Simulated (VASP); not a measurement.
# Zr3SiO (Pm-3m) in VASP: notebook

The runs below take Zr3SiO through single point, relaxation of cell and atoms, with PBE.

Everything below comes from runs of VASP 6.6.1. Logs are shortened: lines on timing, memory, paths and dates and some standing lists are left out, and cuts for length are marked.

**1. The cell of the first run**

Symmetry: Pm-3m, No. 221, cubic system. Conventional cell: a = 4.924 Å, b = 4.924 Å, c = 4.924 Å, α = 90.00°, β = 90.00°, γ = 90.00°. Within 3.3 Å of Zr (site symmetry 4/mmm) lie 2 Si at 2.46 Å. Within 3.3 Å of Si (site symmetry m-3m) lie 6 Zr at 2.46 Å. O (site symmetry m-3m) has 12 Zr at 3.48 Å and 8 Si at 4.26 Å within 4.6 Å.

**2. Single point, PBE**

INCAR

```
SYSTEM = Zr3SiO
PREC = Accurate
ENCUT = 520
EDIFF = 1E-6
ISMEAR = 0
SIGMA = 0.1
LREAL = .FALSE.
LASPH = .TRUE.
NELM = 100
ALGO = Normal
ISIF = 2
LWAVE = .FALSE.
LCHARG = .TRUE.
GGA = PE
LELF = .TRUE.
LVHAR = .TRUE.
NBANDS = 31
```

KPOINTS

```
regular mesh
0
G
  8 8 8
  0 0 0
```

POSCAR

```
Zr3SiO
1.0
    4.9240518334      0.0000000000      0.0000000000
    0.0000000000      4.9240518334      0.0000000000
    0.0000000000      0.0000000000      4.9240518334
Zr Si O
3 1 1
Direct
    0.5000000000      0.0000000000      0.0000000000
    0.0000000000      0.5000000000      0.0000000000
    0.0000000000      0.0000000000      0.5000000000
    0.0000000000      0.0000000000      0.0000000000
    0.5000000000      0.5000000000      0.5000000000
```

Potentials or basis: VASP PAW PBE potentials, release 64 (Zr_sv, Si, O).

Command:

```bash
cat potpaw_PBE.64/Zr_sv/POTCAR potpaw_PBE.64/Si/POTCAR potpaw_PBE.64/O/POTCAR > POTCAR
mpirun -np 1 vasp_std > vasp.out
```

OUTCAR:

```text
SYSTEM = Zr3SiO
   PREC = Accurate
   ENCUT = 520
   EDIFF = 1E-6
   ISMEAR = 0
   LREAL = .FALSE.
   LASPH = .TRUE.
   NELM = 100
   ISIF = 2
   GGA = PE

 ion  position               nearest neighbor table
   1  0.500  0.000  0.000-   4 2.46   4 2.46   2 3.48   3 3.48   2 3.48   2 3.48   3 3.48   3 3.48
                             3 3.48   2 3.48
   2  0.000  0.500  0.000-   4 2.46   4 2.46   1 3.48   3 3.48   1 3.48   3 3.48   3 3.48   3 3.48
                             1 3.48   1 3.48
   3  0.000  0.000  0.500-   4 2.46   4 2.46   1 3.48   1 3.48   2 3.48   2 3.48   2 3.48   2 3.48
                             1 3.48   1 3.48
   4  0.000  0.000  0.000-   1 2.46   2 2.46   3 2.46   3 2.46   2 2.46   1 2.46
   5  0.500  0.500  0.500-

  LATTYP: Found a simple cubic cell.
 ALAT       =     4.9240518334

  Lattice vectors:

 A1 = (   4.9240518334,   0.0000000000,   0.0000000000)
 A2 = (   0.0000000000,   4.9240518334,   0.0000000000)
 A3 = (   0.0000000000,   0.0000000000,   4.9240518334)

Analysis of symmetry for initial positions (statically):
=====================================================================
 Subroutine PRICEL returns:
 Original cell was already a primitive cell.

 Routine SETGRP: Setting up the symmetry group for a
 simple cubic supercell.

 Subroutine GETGRP returns: Found 48 space group operations
 (whereof 48 operations were pure point group operations)
 out of a pool of 48 trial point group operations.

The static configuration has the point symmetry O_h .

Analysis of symmetry for dynamics (positions and initial velocities):
=====================================================================
 Subroutine PRICEL returns:
 Original cell was already a primitive cell.

 Routine SETGRP: Setting up the symmetry group for a
 simple cubic supercell.

 Subroutine GETGRP returns: Found 48 space group operations
 (whereof 48 operations were pure point group operations)
 out of a pool of 48 trial point group operations.

The dynamic configuration has the point symmetry O_h .

 Subroutine INISYM returns: Found 48 space group operations
 (whereof 48 operations are pure point group operations),
 and found     1 'primitive' translations

----------------------------------------------------------------------------------------

                                     Primitive cell

  volume of cell :     119.3900

  direct lattice vectors                    reciprocal lattice vectors
     4.924051833  0.000000000  0.000000000     0.203084783  0.000000000  0.000000000
     0.000000000  4.924051833  0.000000000     0.000000000  0.203084783  0.000000000
     0.000000000  0.000000000  4.924051833     0.000000000  0.000000000  0.203084783

  length of vectors
     4.924051833  4.924051833  4.924051833     0.203084783  0.203084783  0.203084783

  position of ions in fractional coordinates (direct lattice)
     0.500000000  0.000000000  0.000000000
     0.000000000  0.500000000  0.000000000
     0.000000000  0.000000000  0.500000000
     0.000000000  0.000000000  0.000000000
     0.500000000  0.500000000  0.500000000

  ion indices of the primitive-cell ions
   primitive index   ion index
                 1           1
                 2           2
                 3           3
                 4           4
                 5           5

----------------------------------------------------------------------------------------

 KPOINTS: regular mesh

Automatic generation of k-mesh.
 Grid dimensions read from file:
 generate k-points for:    8    8    8

 Generating k-lattice:

  Cartesian coordinates                     Fractional coordinates (reciprocal lattice)
     0.025385598  0.000000000  0.000000000     0.125000000  0.000000000  0.000000000
     0.000000000  0.025385598  0.000000000     0.000000000  0.125000000  0.000000000
     0.000000000  0.000000000  0.025385598     0.000000000  0.000000000  0.125000000

  Length of vectors
     0.025385598  0.025385598  0.025385598

  Shift w.r.t. Gamma in fractional coordinates (k-lattice)
     0.000000000  0.000000000  0.000000000

 Subroutine IBZKPT returns following result:
 ===========================================

 Found     35 irreducible k-points:

 Following reciprocal coordinates:
            Coordinates               Weight
  0.000000  0.000000  0.000000      1.000000
  0.125000  0.000000  0.000000      6.000000
  0.250000  0.000000  0.000000      6.000000
  0.375000  0.000000  0.000000      6.000000
  0.500000  0.000000  0.000000      3.000000
  0.125000  0.125000  0.000000     12.000000
[... 16 lines left out ...]
  0.375000  0.375000  0.125000     24.000000
  0.500000  0.375000  0.125000     24.000000
 [... further k-points ...]
   k-points           NKPTS =     35   k-points in BZ     NKDIM =     35   number of bands    NBANDS=     31
   number of dos      NEDOS =    301   number of ions     NIONS =      5
   total plane-waves  NPLWV =  64000
   dimension x,y,z NGX =    40 NGY =   40 NGZ =   40
   dimension x,y,z NGXF=    80 NGYF=   80 NGZF=   80
   ions per type =               3   1   1
   NGX,Y,Z   is equivalent  to a cutoff of  13.50, 13.50, 13.50 a.u.
   NGXF,Y,Z  is equivalent  to a cutoff of  27.01, 27.01, 27.01 a.u.
 SYSTEM =  Zr3SiO
   PREC   = accura    normal or accurate (medium, high low for compatibility)
   ISTART =      0    job   : 0-new  1-cont  2-samecut
   ICHARG =      2    charge: 1-file 2-atom 10-const
   ISPIN  =      1    spin polarized calculation?
   LNONCOLLINEAR =      F non collinear calculations
   LSORBIT =      F    spin-orbit coupling
   LASPH  =      T    aspherical Exc in radial PAW
   ENCUT  =  520.0 eV  38.22 Ry    6.18 a.u.   9.16  9.16  9.16*2*pi/ulx,y,z
   NELM   =    100;   NELMIN=  2; NELMDL= -5     # of ELM steps
   EDIFF  = 0.1E-05   stopping-criterion for ELM
   LREAL  =      F    real-space projection
   EDIFFG = 0.1E-04   stopping-criterion for IOM
   NSW    =      0    number of steps for IOM
   IBRION =     -1    ionic relax: 0-MD 1-quasi-New 2-CG
   NFREE  =      0    steps in history (QN), initial steepest desc. (CG)
   ISIF   =      2    stress and relaxation
   ISYM   =      2    0-nonsym 1-usesym 2-fastsym
   POTIM  = 0.5000    time-step for ionic-motion
   TEBEG  =    0.0;   TEEND  =   0.0 temperature during run
   PSTRESS=    0.0 pullay stress
   NELECT =      46.0000    total number of electrons
   NUPDOWN=      -1.0000    fix difference up-down
   EMIN   =  10.00;   EMAX   =-10.00  energy-range for DOS
   EFERMI =   0.00;   METHOD = LEGACY
   ISMEAR =     0;   SIGMA  =   0.10  broadening in eV -4-tet -1-fermi 0-gaus
   EFERMI_NEDOS =   21; number of points for ismear=-14 and -15
   IALGO  =     38    algorithm
   IMIX   =      4    mixing-type and parameters
     AMIX     =   0.40;   BMIX     =  1.00
     AMIX_MAG =   1.60;   BMIX_MAG =  1.00
  volume/ion in A,a.u.               =      23.88       161.14
  Fermi-wavevector in a.u.,A,eV,Ry     =   1.191255  2.251146 19.307879  1.419089
  Thomas-Fermi vector in A             =   2.327321
   LORBIT       =      0    0 simple, 1 ext, 2 COOP (PROOUT), +10 PAW based schemes
   GGA     = PE    functional components
   LHFCALC =     F    Hartree Fock is set to
   AEXX    =    0.0000 exact exchange contribution
   IVDW    =     0    specifies the selected vdW correction
   LEPSILON=     F    determine dielectric tensor
   LRPA    =     F    only Hartree local field effects (RPA)
 non-spin polarized calculation
 Gauss-broadening in eV      SIGMA  =   0.10
  energy-cutoff  :      520.00
  volume of cell :      119.39
 maximum number of plane-waves:      3238
 NGX is ok and might be reduce to    40
   NGX = 19   NGY = 19   NGZ = 19

 number of electron      45.9999995 magnetization

 Free energy of the ion-electron system (eV)
  ---------------------------------------------------
  ext. energy  EPLUGINS =         0.00000000
  ---------------------------------------------------
  free energy    TOTEN  =       -32.67272132 eV

  energy without entropy =      -32.61676712  energy(sigma->0) =      -32.64474422

 E-fermi :   5.6420     XC(G=0):  -9.7152

 val. band max:        5.6375380804   @ k =   0.3750   0.3750   0.2500
 cond. band min:       5.6425685233   @ k =   0.3750   0.3750   0.1250
 fundamental gap:      0.0050304430
 Fermi energy:         5.6419583524

 k-point     1 :       0.0000    0.0000    0.0000
  band No.  band energies     occupation
      1     -43.6944      2.00000
      2     -43.6420      2.00000
      3     -43.6420      2.00000
      4     -21.8685      2.00000
      5     -21.8685      2.00000
      6     -21.8685      2.00000
[... 23 lines left out ...]
     30       7.5665      0.00000
     31       7.5665      0.00000

 k-point     2 :       0.1250    0.0000    0.0000
  band No.  band energies     occupation
      1     -43.6926      2.00000
      2     -43.6437      2.00000
      3     -43.6419      2.00000
      4     -21.8618      2.00000
      5     -21.8618      2.00000
      6     -21.8585      2.00000
[... 23 lines left out ...]
     30       7.6097      0.00000
     31       7.6097      0.00000

 k-point     3 :       0.2500    0.0000    0.0000
  band No.  band energies     occupation
      1     -43.6877      2.00000
      2     -43.6485      2.00000
      3     -43.6419      2.00000
      4     -21.8439      2.00000
      5     -21.8439      2.00000
      6     -21.8295      2.00000
[... 23 lines left out ...]
     30       7.7116      0.00000
     31       7.7116      0.00000

 k-point     4 :       0.3750    0.0000    0.0000
  band No.  band energies     occupation
      1     -43.6810      2.00000
      2     -43.6550      2.00000
      3     -43.6419      2.00000
      4     -21.8218      2.00000
      5     -21.8218      2.00000
      6     -21.7851      2.00000
[... 635 lines left out ...]
     30       7.4520      0.00000
     31       7.9227      0.00000

 k-point    23 :       0.3750    0.3750    0.1250
  band No.  band energies     occupation
      1     -43.6693      2.00000
      2     -43.6565      2.00000
      3     -43.6516      2.00000
      4     -21.8905      2.00000
      5     -21.8209      2.00000
      6     -21.7654      2.00000
[... 23 lines left out ...]
     30       7.1995      0.00000
     31       8.0157      0.00000

 k-point    24 :       0.5000    0.3750    0.1250
  band No.  band energies     occupation
      1     -43.6654      2.00000
      2     -43.6589      2.00000
      3     -43.6530      2.00000
      4     -21.8927      2.00000
      5     -21.8330      2.00000
      6     -21.7663      2.00000
[... 23 lines left out ...]
     30       7.1361      0.00000
     31       8.1423      0.00000

 [... further k-points ...]
[... 5 lines left out ...]
  --------------------------------------------------------------------------------------
  -------------------------------------------------------------------------------------
  Total        0.0196427      0.0196427      0.0196427     -0.0000000     -0.0000000     -0.0000000
  in kB        0.2635991      0.2635991      0.2635991     -0.0000000     -0.0000000     -0.0000000
  external PRESSURE =       0.2635991 kB  Pullay stress =       0.0000000 kB

 VOLUME and BASIS-vectors are now :
 -----------------------------------------------------------------------------
  energy-cutoff  :      520.00
  volume of cell :      119.39
      direct lattice vectors                 reciprocal lattice vectors
     4.924051833  0.000000000  0.000000000     0.203084783  0.000000000  0.000000000
     0.000000000  4.924051833  0.000000000     0.000000000  0.203084783  0.000000000
     0.000000000  0.000000000  4.924051833     0.000000000  0.000000000  0.203084783

 POSITION                                       TOTAL-FORCE (eV/Angst)
 -----------------------------------------------------------------------------------
      2.46203      0.00000      0.00000         0.000000      0.000000      0.000000
      0.00000      2.46203      0.00000         0.000000      0.000000      0.000000
      0.00000      0.00000      2.46203         0.000000      0.000000      0.000000
      0.00000      0.00000      0.00000         0.000000      0.000000      0.000000
      2.46203      2.46203      2.46203         0.000000      0.000000      0.000000
 -----------------------------------------------------------------------------------
    total drift:                                0.000000      0.000000     -0.000000

  FREE ENERGIE OF THE ION-ELECTRON SYSTEM (eV)
  ---------------------------------------------------
  free  energy   TOTEN  =       -32.6727213197 eV

  energy  without entropy=      -32.6167671214  energy(sigma->0) =      -32.64474422
```

It took 98 s on 1 thread of Intel Xeon 6975P-C (Granite Rapids), shared host; peak memory 0.29 GiB.

What came out:

| Property | Result |
| --- | --- |
| Free energy | -32.6727 eV |
| Pressure | 0.0 GPa |
| Band gap on the k mesh | zero (band 23 reaches 6.12 eV, above the bottom of band 24 at 5.03 eV) |

**3. Relaxation of cell and atoms, PBE**

INCAR

```
PREC = Accurate ; ENCUT = 600
EDIFF = 1E-6 ; ISMEAR = 0
SIGMA = 0.1 ; LREAL = F
LASPH = T ; NELM = 60
ALGO = Normal ; ISIF = 3
LWAVE = F ; LCHARG = F
GGA = PE ; IBRION = 2
NSW = 100 ; EDIFFG = -0.01
```

KPOINTS

```
Automatic mesh
0
Gamma
  8 8 8
```

Changes to POSCAR since step 2:

```diff
@@ -2,5 +2,5 @@
 1.0
-    4.9240518334      0.0000000000      0.0000000000
-    0.0000000000      4.9240518334      0.0000000000
-    0.0000000000      0.0000000000      4.9240518334
+    4.9264557069      0.0000000000      0.0000000000
+    0.0000000000      4.9264557069      0.0000000000
+    0.0000000000      0.0000000000      4.9264557069
 Zr Si O
```

Potentials or basis: VASP PAW PBE potentials, release 64 (Zr_sv, Si, O).

Command:

```bash
cat potpaw_PBE.64/Zr_sv/POTCAR potpaw_PBE.64/Si/POTCAR potpaw_PBE.64/O/POTCAR > POTCAR
mpirun -np 1 vasp_std > vasp.out
```

OUTCAR:

```text
PREC = Accurate
   ENCUT = 600
   EDIFF = 1E-6
   ISMEAR = 0
   LREAL = F
   LASPH = T
   NELM = 60
   ISIF = 3
   GGA = PE
   IBRION = 2
   NSW = 100
   EDIFFG = -0.01

 ion  position               nearest neighbor table
   1  0.500  0.000  0.000-   4 2.46   4 2.46   2 3.48   3 3.48   2 3.48   2 3.48   3 3.48   3 3.48
                             3 3.48   2 3.48
   2  0.000  0.500  0.000-   4 2.46   4 2.46   1 3.48   3 3.48   1 3.48   3 3.48   3 3.48   3 3.48
                             1 3.48   1 3.48
   3  0.000  0.000  0.500-   4 2.46   4 2.46   1 3.48   1 3.48   2 3.48   2 3.48   2 3.48   2 3.48
                             1 3.48   1 3.48
   4  0.000  0.000  0.000-   1 2.46   2 2.46   3 2.46   3 2.46   2 2.46   1 2.46
   5  0.500  0.500  0.500-

  LATTYP: Found a simple cubic cell.
 ALAT       =     4.9264557069

  Lattice vectors:

 A1 = (   4.9264557069,   0.0000000000,   0.0000000000)
 A2 = (   0.0000000000,   4.9264557069,   0.0000000000)
 A3 = (   0.0000000000,   0.0000000000,   4.9264557069)

Analysis of symmetry for initial positions (statically):
=====================================================================
 Subroutine PRICEL returns:
[... 224 lines left out ...]
  free energy    TOTEN  =       -32.67279050 eV

  energy without entropy =      -32.61682153  energy(sigma->0) =      -32.64480601

 E-fermi :   5.6465     XC(G=0):  -9.7174

 val. band max:        5.6419905655   @ k =   0.3750   0.3750   0.2500
 cond. band min:       5.6470774182   @ k =   0.3750   0.3750   0.1250
 fundamental gap:      0.0050868527
 Fermi energy:         5.6465430386

 k-point     1 :       0.0000    0.0000    0.0000
  band No.  band energies     occupation
      1     -43.6886      2.00000
      2     -43.6360      2.00000
      3     -43.6360      2.00000
      4     -21.8635      2.00000
      5     -21.8635      2.00000
      6     -21.8635      2.00000
[... 709 lines left out ...]
     26       6.6178      0.00000
     27       6.6944      0.00000

 [... further k-points ...]
[... 5 lines left out ...]
  --------------------------------------------------------------------------------------
  -------------------------------------------------------------------------------------
  Total        0.0491775      0.0491775      0.0491775     -0.0000000      0.0000000      0.0000000
  in kB        0.6603160      0.6603160      0.6603160     -0.0000000      0.0000000      0.0000000
  external PRESSURE =       0.6603160 kB  Pullay stress =       0.0000000 kB

 VOLUME and BASIS-vectors are now :
 -----------------------------------------------------------------------------
  energy-cutoff  :      600.00
  volume of cell :      119.32
      direct lattice vectors                 reciprocal lattice vectors
     4.923136403 -0.000000000  0.000000000     0.203122546  0.000000000  0.000000000
    -0.000000000  4.923136403  0.000000000     0.000000000  0.203122546  0.000000000
    -0.000000000 -0.000000000  4.923136403    -0.000000000 -0.000000000  0.203122546

 POSITION                                       TOTAL-FORCE (eV/Angst)
 -----------------------------------------------------------------------------------
      2.46157     -0.00000      0.00000         0.000000      0.000000      0.000000
     -0.00000      2.46157      0.00000         0.000000      0.000000      0.000000
     -0.00000     -0.00000      2.46157         0.000000     -0.000000      0.000000
      0.00000      0.00000      0.00000         0.000000      0.000000      0.000000
      2.46157      2.46157      2.46157        -0.000000     -0.000000      0.000000
 -----------------------------------------------------------------------------------
    total drift:                                0.000000      0.000000     -0.000000

  FREE ENERGIE OF THE ION-ELECTRON SYSTEM (eV)
  ---------------------------------------------------
  free  energy   TOTEN  =       -32.6727904971 eV

  energy  without entropy=      -32.6168215265  energy(sigma->0) =      -32.64480601

 reached required accuracy - stopping structural energy minimisation
```

OSZICAR:

```text
N       E                     dE             d eps       ncg     rms          rms(c)
DAV:   1     0.475757421567E+03    0.47576E+03   -0.25550E+04  1898   0.178E+03
DAV:   2     0.265248949898E+01   -0.47310E+03   -0.46534E+03  2248   0.468E+02
DAV:   3    -0.367451455760E+02   -0.39398E+02   -0.38357E+02  3105   0.107E+02
[... 20 lines left out ...]
DAV:   4    -0.326727351598E+02    0.26784E-03   -0.16501E-03  2915   0.202E-01    0.479E-02
DAV:   5    -0.326727635581E+02   -0.28398E-04   -0.95620E-05  2626   0.443E-02    0.233E-02
DAV:   6    -0.326727834048E+02   -0.19847E-04   -0.36704E-05  3088   0.266E-02    0.139E-02
DAV:   7    -0.326727895537E+02   -0.61489E-05   -0.52595E-06  2256   0.960E-03    0.494E-03
DAV:   8    -0.326727904971E+02   -0.94339E-06   -0.10317E-06  1225   0.607E-03
   2 F= -.32672790E+02 E0= -.32644806E+02  d E =-.148618E-04
```

CONTCAR:

```text
Zr3SiO
   1.00000000000000
     4.9231364031024789   -0.0000000000000000    0.0000000000000000
    -0.0000000000000000    4.9231364031024789    0.0000000000000000
    -0.0000000000000000   -0.0000000000000000    4.9231364031024789
  Zr              Si              O
     3     1     1
Direct
     0.5000000000000000    0.0000000000000000    0.0000000000000000
     0.0000000000000000    0.5000000000000000    0.0000000000000000
     0.0000000000000000    0.0000000000000000    0.5000000000000000
     0.0000000000000000    0.0000000000000000    0.0000000000000000
     0.5000000000000000    0.5000000000000000    0.5000000000000000

  0.00000000E+00  0.00000000E+00  0.00000000E+00
  0.00000000E+00  0.00000000E+00  0.00000000E+00
  0.00000000E+00  0.00000000E+00  0.00000000E+00
  0.00000000E+00  0.00000000E+00  0.00000000E+00
  0.00000000E+00  0.00000000E+00  0.00000000E+00
```

Wall time 2.2 min (1 thread of Intel Xeon 6975P-C (Granite Rapids), shared host); peak memory 0.32 GiB.

Results:

* Free energy: -32.6728 eV
* Relaxed volume: 23.86 Å³/atom
* Relaxed cell: a = 4.923 Å, b = 4.923 Å, c = 4.923 Å, α = 90.00°, β = 90.00°, γ = 90.00°
* Space group after relaxing (to 0.05 Å): Pm-3m (No. 221)
* Energy gained by relaxing: 0.0 meV/atom
* Ionic steps: 2
* Pressure after relaxing: 0.1 GPa
* Band gap on the k mesh: zero (band 23 reaches 6.13 eV, above the bottom of band 24 at 5.03 eV)

Final structure:
```
Zr Si O
1.0
     4.92314    0.00000    0.00000
     0.00000    4.92314    0.00000
     0.00000    0.00000    4.92314
Zr Si O
3 1 1
Direct
  0.50000 0.00000 0.00000
  0.00000 0.50000 0.00000
  0.00000 0.00000 0.50000
  0.00000 0.00000 0.00000
  0.50000 0.50000 0.50000
```
